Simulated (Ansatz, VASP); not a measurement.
## Two plane-wave programs on Zr3S2

```
CELL_PARAMETERS angstrom
5.59931 -2.58595 -0.02106
5.59931 2.58595 -0.02106
-1.07526 0.00000 3.35287
ATOMIC_POSITIONS crystal
Zr 0.15099 0.15099 0.65867
Zr 0.50000 0.50000 0.00000
Zr 0.84901 0.84901 0.34133
S 0.67529 0.67529 0.67153
S 0.32471 0.32471 0.32847
```

Alike in both runs: functional PBE; k mesh 8 × 8 × 12; occupations gaussian, width 0.1 eV; no spin polarisation.

Ansatz relaxed the structure, and its values are those at the end. VASP's run is a single point on that final structure, the one shown.

|  | VASP | Ansatz |
| --- | --- | --- |
| version | VASP 6.6.1 | Ansatz 0.2.0 |
| potentials or method | VASP PAW PBE potentials, release 64 (Zr_sv, S), cutoff 520 eV | scalar-relativistic, plane waves, PAW |
| valence electrons in the cell | 48 | 48 |

```csv
,VASP,Ansatz,Ansatz less VASP
gap on the k mesh at the Fermi level (eV),none,none,-
pressure (GPa),0.0,0.0,-0.02
rms of the force components (eV/Å),0.003,0.001,-0.0029
```

A gap of «none» marks a metal or a gap that the smearing closes.
